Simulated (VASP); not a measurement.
The system is TlBr (CsCl type).

```xyz
2
Lattice="2.9854 0.0000 0.0000 0.0000 2.9854 0.0000 0.0000 0.0000 2.9854" Properties=species:S:1:pos:R:3 pbc="T T T"
Tl    0.0000    0.0000    0.0000
Br    1.4927    1.4927    1.4927
```

Base run:

| Quantity | Value |
| --- | --- |
| Program | VASP 6.6.1 |
| Functional | PBE |
| Potentials or basis | VASP PAW PBE potentials, release 64 (Tl_d, Br) |
| Cutoff | 500 eV |
| k mesh | 15 × 15 × 15 |
| Occupations | methfessel-paxton, width 0.001 eV |
| Spin | no spin polarisation |

Its results: band gap on the k mesh zero (band 10 reaches 17.20 eV, above the bottom of band 11 at 13.43 eV); pressure 173.6 GPa.

Problem. The run is repeated on the same cell with these changes: k mesh from 15 × 15 × 15 to 12 × 12 × 12; occupations from methfessel-paxton, width 0.001 eV to fermi-dirac, width 0.08 eV. What comes out?

Solution. Band gap on the k mesh zero (band 10 reaches 17.21 eV, above the bottom of band 11 at 13.17 eV); pressure 174.8 GPa.

Caveats: spin-orbit coupling is left out, which moves the levels of the heavy elements.
